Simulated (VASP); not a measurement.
# Al (P6_3/mmc) in VASP: a series of runs

Al is run at these levels: PBEsol; tasks: single point.

Program: VASP 6.6.1. These are calculated values, not measurements. Logs are shortened: lines on timing, memory, paths and dates and some standing lists are left out, and cuts for length are marked.

**1. The cell of the first run**

The structure is hexagonal, space group P6_3/mmc (No. 194). Conventional cell: a = 2.770 Å, b = 2.770 Å, c = 4.861 Å, α = 90.00°, β = 90.00°, γ = 120.00°. Within 3.7 Å of Al (site symmetry -6m2) lie 12 Al at 2.77 to 2.91 Å.

This isn't the form of Al at room conditions, which is fcc.

**2. Single point, PBEsol**

INCAR

```
SYSTEM = Al
ALGO = Normal
EDIFF = 1E-7
ENCUT = 520
GGA = PS
ISIF = 2
ISMEAR = 0
LASPH = .TRUE.
LCHARG = .TRUE.
LELF = .TRUE.
LREAL = .FALSE.
LVHAR = .TRUE.
LWAVE = .FALSE.
NBANDS = 10
NELM = 100
PREC = Accurate
SIGMA = 0.15
```

KPOINTS

```
k-points
0
G
  18 18 10
  0 0 0
```

POSCAR

```
Al
1.0
    2.7699000000      0.0000000000      0.0000000000
   -1.3849500000      2.3988037660      0.0000000000
    0.0000000000      0.0000000000      4.8609000000
Al
2
Direct
    0.6666666667      0.3333333333      0.7500000000
    0.3333333333      0.6666666667      0.2500000000
```

Potentials or basis: VASP PAW PBE potentials, release 64 (Al).

Run with:

```
> cat potpaw_PBE.64/Al/POTCAR > POTCAR
> mpirun -np 1 vasp_std > vasp.out
```

OUTCAR:

```text
SYSTEM = Al
   EDIFF = 1E-7
   ENCUT = 520
   GGA = PS
   ISIF = 2
   ISMEAR = 0
   LASPH = .TRUE.
   LREAL = .FALSE.
   NELM = 100
   PREC = Accurate

 ion  position               nearest neighbor table
   1  0.667  0.333  0.750-   2 2.91   2 2.91   2 2.91   2 2.91   2 2.91   2 2.91
   2  0.333  0.667  0.250-   1 2.91   1 2.91   1 2.91   1 2.91   1 2.91   1 2.91

  LATTYP: Found a hexagonal cell.
 ALAT       =     2.7699000000
 C/A-ratio  =     1.7549008989

  Lattice vectors:

 A1 = (   2.7699000000,   0.0000000000,   0.0000000000)
 A2 = (  -1.3849500000,   2.3988037660,   0.0000000000)
 A3 = (   0.0000000000,   0.0000000000,   4.8609000000)

Analysis of symmetry for initial positions (statically):
=====================================================================
 Subroutine PRICEL returns:
 Original cell was already a primitive cell.

 Routine SETGRP: Setting up the symmetry group for a
 hexagonal supercell.

 Subroutine GETGRP returns: Found 24 space group operations
 (whereof 12 operations were pure point group operations)
 out of a pool of 24 trial point group operations.

The static configuration has the point symmetry D_3d.
 The point group associated with its full space group is D_6h.

Analysis of symmetry for dynamics (positions and initial velocities):
=====================================================================
 Subroutine PRICEL returns:
 Original cell was already a primitive cell.

 Routine SETGRP: Setting up the symmetry group for a
 hexagonal supercell.

 Subroutine GETGRP returns: Found 24 space group operations
 (whereof 12 operations were pure point group operations)
 out of a pool of 24 trial point group operations.

The dynamic configuration has the point symmetry D_3d.
 The point group associated with its full space group is D_6h.

 Subroutine INISYM returns: Found 24 space group operations
 (whereof 12 operations are pure point group operations),
 and found     1 'primitive' translations

----------------------------------------------------------------------------------------

                                     Primitive cell

  volume of cell :      32.2980

  direct lattice vectors                    reciprocal lattice vectors
     2.769900000  0.000000000  0.000000000     0.361023864  0.208437225  0.000000000
    -1.384950000  2.398803766  0.000000000     0.000000000  0.416874450  0.000000000
     0.000000000  0.000000000  4.860900000     0.000000000  0.000000000  0.205723220

  length of vectors
     2.769900000  2.769900000  4.860900000     0.416874450  0.416874450  0.205723220

  position of ions in fractional coordinates (direct lattice)
     0.666666667  0.333333333  0.750000000
     0.333333333  0.666666667  0.250000000

  ion indices of the primitive-cell ions
   primitive index   ion index
                 1           1
                 2           2

----------------------------------------------------------------------------------------

 KPOINTS: k-points

Automatic generation of k-mesh.
 Grid dimensions read from file:
 generate k-points for:   18   18   10

 Generating k-lattice:

  Cartesian coordinates                     Fractional coordinates (reciprocal lattice)
     0.020056881  0.011579846  0.000000000     0.055555556  0.000000000  0.000000000
     0.000000000  0.023159692  0.000000000     0.000000000  0.055555556  0.000000000
     0.000000000  0.000000000  0.020572322     0.000000000  0.000000000  0.100000000

  Length of vectors
     0.023159692  0.023159692  0.020572322

  Shift w.r.t. Gamma in fractional coordinates (k-lattice)
     0.000000000  0.000000000  0.000000000

 Subroutine IBZKPT returns following result:
 ===========================================

 Found    222 irreducible k-points:

 Following reciprocal coordinates:
            Coordinates               Weight
  0.000000  0.000000  0.000000      1.000000
  0.055556 -0.000000  0.000000      6.000000
  0.111111 -0.000000  0.000000      6.000000
  0.166667  0.000000  0.000000      6.000000
  0.222222  0.000000  0.000000      6.000000
  0.277778 -0.000000  0.000000      6.000000
[... 16 lines left out ...]
  0.333333  0.111111  0.000000     12.000000
  0.388889  0.111111  0.000000     12.000000
 [... further k-points ...]
   k-points           NKPTS =    222   k-points in BZ     NKDIM =    222   number of bands    NBANDS=     10
   number of dos      NEDOS =    301   number of ions     NIONS =      2
   total plane-waves  NPLWV =  20736
   dimension x,y,z NGX =    24 NGY =   24 NGZ =   36
   dimension x,y,z NGXF=    48 NGYF=   48 NGZF=   72
   ions per type =               2
   NGX,Y,Z   is equivalent  to a cutoff of  14.40, 14.40, 12.31 a.u.
   NGXF,Y,Z  is equivalent  to a cutoff of  28.81, 28.81, 24.62 a.u.
 SYSTEM =  Al
   PREC   = accura    normal or accurate (medium, high low for compatibility)
   ISTART =      0    job   : 0-new  1-cont  2-samecut
   ICHARG =      2    charge: 1-file 2-atom 10-const
   ISPIN  =      1    spin polarized calculation?
   LNONCOLLINEAR =      F non collinear calculations
   LSORBIT =      F    spin-orbit coupling
   LASPH  =      T    aspherical Exc in radial PAW
   ENCUT  =  520.0 eV  38.22 Ry    6.18 a.u.   5.15  5.15  9.04*2*pi/ulx,y,z
   NELM   =    100;   NELMIN=  2; NELMDL= -5     # of ELM steps
   EDIFF  = 0.1E-06   stopping-criterion for ELM
   LREAL  =      F    real-space projection
   EDIFFG = 0.1E-05   stopping-criterion for IOM
   NSW    =      0    number of steps for IOM
   IBRION =     -1    ionic relax: 0-MD 1-quasi-New 2-CG
   NFREE  =      0    steps in history (QN), initial steepest desc. (CG)
   ISIF   =      2    stress and relaxation
   ISYM   =      2    0-nonsym 1-usesym 2-fastsym
   POTIM  = 0.5000    time-step for ionic-motion
   TEBEG  =    0.0;   TEEND  =   0.0 temperature during run
   PSTRESS=    0.0 pullay stress
   NELECT =       6.0000    total number of electrons
   NUPDOWN=      -1.0000    fix difference up-down
   EMIN   =  10.00;   EMAX   =-10.00  energy-range for DOS
   EFERMI =   0.00;   METHOD = LEGACY
   ISMEAR =     0;   SIGMA  =   0.15  broadening in eV -4-tet -1-fermi 0-gaus
   EFERMI_NEDOS =   21; number of points for ismear=-14 and -15
   IALGO  =     38    algorithm
   IMIX   =      4    mixing-type and parameters
     AMIX     =   0.40;   BMIX     =  1.00
     AMIX_MAG =   1.60;   BMIX_MAG =  1.00
  volume/ion in A,a.u.               =      16.15       108.98
  Fermi-wavevector in a.u.,A,eV,Ry     =   0.934114  1.765220 11.872032  0.872570
  Thomas-Fermi vector in A             =   2.060886
   LORBIT       =      0    0 simple, 1 ext, 2 COOP (PROOUT), +10 PAW based schemes
   GGA     = PS    functional components
   LHFCALC =     F    Hartree Fock is set to
   AEXX    =    0.0000 exact exchange contribution
   IVDW    =     0    specifies the selected vdW correction
   LEPSILON=     F    determine dielectric tensor
   LRPA    =     F    only Hartree local field effects (RPA)
 non-spin polarized calculation
 Gauss-broadening in eV      SIGMA  =   0.15
  energy-cutoff  :      520.00
  volume of cell :       32.30
 maximum number of plane-waves:       884
 NGX is ok and might be reduce to    24

 number of electron       6.0000000 magnetization

 Free energy of the ion-electron system (eV)
  ---------------------------------------------------
  ext. energy  EPLUGINS =         0.00000000
  ---------------------------------------------------
  free energy    TOTEN  =        -8.10542435 eV

  energy without entropy =       -8.09671326  energy(sigma->0) =       -8.10106880

 E-fermi :   8.1473     XC(G=0): -10.3339

 val. band max:        8.1286776266   @ k =   0.3333  -0.0000   0.0000
 cond. band min:       8.1486720505   @ k =   0.3333   0.2222   0.3000
 fundamental gap:      0.0199944239
 Fermi energy:         8.1472693026

 k-point     1 :       0.0000    0.0000    0.0000
  band No.  band energies     occupation
      1      -3.1103      2.00000
      2       2.8940      2.00000
      3       3.1407      2.00000
      4      19.1851      0.00000
      5      20.1066      0.00000
      6      20.1066      0.00000
      7      20.1790      0.00000
      8      20.1790      0.00000
      9      20.4345      0.00000
     10      23.4079      0.00000

 k-point     2 :       0.0556   -0.0000    0.0000
  band No.  band energies     occupation
      1      -3.0309      2.00000
      2       2.9717      2.00000
      3       3.2147      2.00000
      4      18.1734      0.00000
      5      19.0120      0.00000
      6      19.2896      0.00000
      7      20.4869      0.00000
      8      20.6052      0.00000
      9      21.3833      0.00000
     10      23.2768      0.00000

 k-point     3 :       0.1111   -0.0000    0.0000
  band No.  band energies     occupation
      1      -2.7932      2.00000
      2       3.2039      2.00000
      3       3.4367      2.00000
      4      16.0520      0.00000
      5      18.0120      0.00000
      6      18.8737      0.00000
      7      20.0631      0.00000
      8      20.6029      0.00000
      9      22.0239      0.00000
     10      22.0429      0.00000

 k-point     4 :       0.1667    0.0000    0.0000
  band No.  band energies     occupation
      1      -2.3979      2.00000
      2       3.5880      2.00000
      3       3.8067      2.00000
      4      13.9014      0.00000
      5      17.1455      0.00000
      6      17.9977      0.00000
      7      19.1386      0.00000
      8      19.6707      0.00000
      9      21.1271      0.00000
     10      21.4048      0.00000
[... 222 lines left out ...]
 k-point    22 :       0.2778    0.1111    0.0000
  band No.  band energies     occupation
      1      -0.0512      2.00000
      2       5.7464      2.00000
      3       6.0258      2.00000
      4       8.3405      0.06847
      5      12.0032      0.00000
      6      14.0610      0.00000
      7      14.2103      0.00000
      8      17.7773      0.00000
      9      18.1999      0.00000
     10      20.0545      0.00000

 k-point    23 :       0.3333    0.1111    0.0000
  band No.  band energies     occupation
      1       0.9520      2.00000
      2       6.0105      2.00000
      3       6.9831      2.00000
      4       7.3190      2.00000
      5      11.3359      0.00000
      6      12.3807      0.00000
      7      12.9610      0.00000
      8      17.4737      0.00000
      9      17.8091      0.00000
     10      19.7725      0.00000

 k-point    24 :       0.3889    0.1111    0.0000
  band No.  band energies     occupation
      1       2.0981      2.00000
      2       4.7657      2.00000
      3       8.0474      1.65363
      4       8.0715      1.52511
      5      10.3846      0.00000
      6      10.8544      0.00000
      7      12.2767      0.00000
      8      17.2882      0.00000
      9      17.5766      0.00000
     10      19.5931      0.00000

 [... further k-points ...]

------------------------ aborting loop because EDIFF is reached ----------------------------------------

  FORCE on cell =-STRESS in cart. coord.  units (eV):
  Direction    XX          YY          ZZ          XY          YZ          ZX
  --------------------------------------------------------------------------------------
  -------------------------------------------------------------------------------------
  Total        0.5396674      0.5396674     -0.2605733      0.0000000     -0.0000000      0.0000000
  in kB       26.7707943     26.7707943    -12.9260246      0.0000000     -0.0000000      0.0000000
  external PRESSURE =      13.5385213 kB  Pullay stress =       0.0000000 kB

 VOLUME and BASIS-vectors are now :
 -----------------------------------------------------------------------------
  energy-cutoff  :      520.00
  volume of cell :       32.30
      direct lattice vectors                 reciprocal lattice vectors
     2.769900000  0.000000000  0.000000000     0.361023864  0.208437225  0.000000000
    -1.384950000  2.398803766  0.000000000     0.000000000  0.416874450  0.000000000
     0.000000000  0.000000000  4.860900000     0.000000000  0.000000000  0.205723220

 POSITION                                       TOTAL-FORCE (eV/Angst)
 -----------------------------------------------------------------------------------
      1.38495      0.79960      3.64567         0.000000      0.000000      0.000000
     -0.00000      1.59920      1.21522        -0.000000     -0.000000      0.000000
 -----------------------------------------------------------------------------------
    total drift:                               -0.000000      0.000000     -0.000000

  FREE ENERGIE OF THE ION-ELECTRON SYSTEM (eV)
  ---------------------------------------------------
  free  energy   TOTEN  =        -8.1054243505 eV

  energy  without entropy=       -8.0967132567  energy(sigma->0) =       -8.10106880
```

Run time: 69 s. Hardware: 1 thread of Intel Xeon 8259CL, shared host; peak memory 0.19 GiB.

What came out:

| Property | Result |
| --- | --- |
| Free energy | -8.1054 eV |
| Pressure | 1.4 GPa |
| Band gap on the k mesh | zero (bands 3 and 4 overlap by 6.70 eV) |

Levels at points of the mesh, in eV from the Fermi level:
| k point | band 1 | band 2 | band 3 | band 4 | band 5 | band 6 |
| --- | --- | --- | --- | --- | --- | --- |
| (0.00, 0.00, 0.00) | -11.26 | -5.25 | -5.01 | 11.04 | 11.96 | 11.96 |
| (0.50, 0.00, 0.00) | -5.01 | -4.98 | 0.57 | 0.64 | 1.36 | 1.41 |
| (0.00, 0.00, 0.50) | -9.70 | -9.70 | 2.21 | 2.21 | 12.84 | 12.84 |
| (0.50, 0.00, 0.50) | -3.86 | -3.86 | -3.05 | -3.05 | 7.44 | 7.44 |

Caveat: the PAW data sets were made with another functional, which shifts forces and pressure a little.

**3. Single point, PBEsol**

This run uses another cell than the first one, of the same volume but with other edges.

INCAR

```
PREC     = Accurate       # precision mode
ENCUT    = 520            # plane-wave cutoff, eV
EDIFF    = 1E-6           # SCF threshold, eV
ISMEAR   = 0              # smearing method
SIGMA    = 0.15           # smearing width, eV
LREAL    = False          # projectors in reciprocal space
LASPH    = True           # aspherical terms in the spheres
NELM     = 60             # most SCF steps
ALGO     = Normal         # electronic algorithm
ISIF     = 2              # what is computed and relaxed
LWAVE    = False          # write WAVECAR
LCHARG   = False          # write CHGCAR
GGA      = PS             # functional
NBANDS   = 10             # bands
```

KPOINTS

```
regular mesh
0
Gamma
  18 18 10
```

POSCAR

```
Al
1.0
    2.9295000000      0.0000000000      0.0000000000
   -1.4647500000      2.5370214204      0.0000000000
    0.0000000000      0.0000000000      4.3414000000
Al
2
Direct
    0.6666666667      0.3333333333      0.7500000000
    0.3333333333      0.6666666667      0.2500000000
```

Potentials or basis: VASP PAW PBE potentials, release 64 (Al).

Run with:

```
> cat potpaw_PBE.64/Al/POTCAR > POTCAR
> mpirun -np 1 vasp_std > vasp.out
```

It took 56 s on 1 thread of Intel Xeon 8259CL, shared host; peak memory 0.18 GiB.

The run converged. Its results:

| Property | Result |
| --- | --- |
| Free energy | -8.0641 eV |
| Pressure | 2.0 GPa |
| Band gap on the k mesh | zero (bands 3 and 4 overlap by 9.02 eV) |

Stress tensor (GPa, compression positive):
```
-0.66  0.00  0.00
 0.00 -0.66  0.00
 0.00  0.00  7.22
```

Levels at points of the mesh, in eV from the Fermi level:
```csv
k point,band 1,band 2,band 3,band 4,band 5,band 6,band 7,band 8
"(0.00, 0.00, 0.00)",-11.29,-4.07,-3.17,9.16,9.16,9.86,9.86,12.53
"(0.50, 0.00, 0.00)",-5.83,-5.49,0.75,1.72,2.14,2.48,4.54,6.62
"(0.00, 0.00, 0.50)",-9.34,-9.34,5.42,5.42,10.69,10.69,10.69,10.69
"(0.50, 0.00, 0.50)",-4.13,-4.13,-3.39,-3.39,6.22,6.22,7.50,7.50
```

Caveat: the PAW data sets were made with another functional, which shifts forces and pressure a little.

**4. Single point, PBEsol**

This run uses another cell than the first one, of 16.29 Å³/atom.

INCAR

```
SYSTEM = Al
PREC = Accurate
ENCUT = 520
EDIFF = 1E-6
ISMEAR = 0
SIGMA = 0.15
LREAL = .False.
LASPH = .True.
NELM = 100
ALGO = Fast
ISIF = 2
LWAVE = .False.
LCHARG = .False.
GGA = PS
NBANDS = 10
```

KPOINTS

```
regular mesh
0
Gamma
  18 18 10
  0 0 0
```

POSCAR

```
Al
1.0
    2.9694000000      0.0000000000      0.0000000000
   -1.4847000000      2.5715758340      0.0000000000
    0.0000000000      0.0000000000      4.2672000000
Al
2
Direct
    0.6666666667      0.3333333333      0.7500000000
    0.3333333333      0.6666666667      0.2500000000
```

Run with:

```
> cat potpaw_PBE.64/Al/POTCAR > POTCAR
> mpirun -np 1 vasp_std > vasp.out
```

Run time: 51 s. Hardware: 1 thread of Intel Xeon 8259CL, shared host; peak memory 0.18 GiB.

The run converged. Its results:

* Free energy: -8.0337 eV
* Pressure: 1.7 GPa
* Band gap on the k mesh: zero (bands 3 and 4 overlap by 9.55 eV)

Stress tensor (GPa, compression positive):
```
-1.21  0.00  0.00
 0.00 -1.21  0.00
 0.00  0.00  7.61
```

Levels at points of the mesh, in eV from the Fermi level:
| k point | band 1 | band 2 | band 3 | band 4 | band 5 | band 6 | band 7 |
| --- | --- | --- | --- | --- | --- | --- | --- |
| (0.00, 0.00, 0.00) | -11.21 | -3.80 | -2.75 | 8.62 | 8.62 | 9.45 | 9.45 |
| (0.50, 0.00, 0.00) | -5.93 | -5.53 | 0.84 | 1.85 | 2.46 | 2.67 | 4.16 |
| (0.00, 0.00, 0.50) | -9.20 | -9.20 | 6.06 | 6.06 | 10.23 | 10.23 | 10.23 |
| (0.50, 0.00, 0.50) | -4.14 | -4.14 | -3.40 | -3.40 | 5.90 | 5.90 | 7.37 |

Caveat: the PAW data sets were made with another functional, which shifts forces and pressure a little.

**5. Overview**

```csv
cell,gap on the mesh (eV),pressure (GPa)
"a = 2.770, b = 2.770, c = 4.861 Å, angles 90.0, 90.0, 120.0°, 2 atoms",none,1.4
"a = 2.929, b = 2.930, c = 4.341 Å, angles 90.0, 90.0, 120.0°, 2 atoms",none,2.0
"a = 2.969, b = 2.969, c = 4.267 Å, angles 90.0, 90.0, 120.0°, 2 atoms",none,1.7
```

Alike in all rows: task single point; level PBEsol; potentials or basis VASP PAW PBE potentials, release 64 (Al); no spin polarisation; k mesh 18 × 18 × 10; cutoff (eV) 520; smearing gaussian 0.15 eV.

Caveats: the PAW data sets were made with another functional, which shifts forces and pressure a little.

Absolute energies hang on the potentials; compare differences alone.
